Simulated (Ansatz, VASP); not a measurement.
# Mn: VASP beside Ansatz

```
Mn
1.0
     3.08100    0.00000    0.00000
     0.00000    3.08100    0.00000
     0.00000    0.00000    3.08100
Mn
2
Cartesian
  0.0000 0.0000 0.0000
  1.5405 1.5405 1.5405
```

Alike in both runs: task single point; functional PBE; k mesh 9 × 9 × 9; occupations fermi-dirac, width 0.05 eV; collinear spin.

```csv
,VASP,Ansatz
version,VASP 6.6.1,Ansatz 0.2.0
potentials or method,"VASP PAW PBE potentials, release 64 (Mn_pv), cutoff 520 eV","all-electron LAPW, scalar-relativistic"
```

VASP gave:

* pressure (GPa): -8.9
* net moment per atom (μB): 0.00
* size of the moment on the site where the two differ most (μB): 3.27

Q: Estimate Ansatz's values.

A: Pressure (GPa): -9.0; net moment per atom (μB): 0.00; size of the moment on the site where the two differ most (μB): 3.34.

Site moments also hang on the region over which each program counts them. Ansatz ran all-electron here, and VASP with PAW potentials.
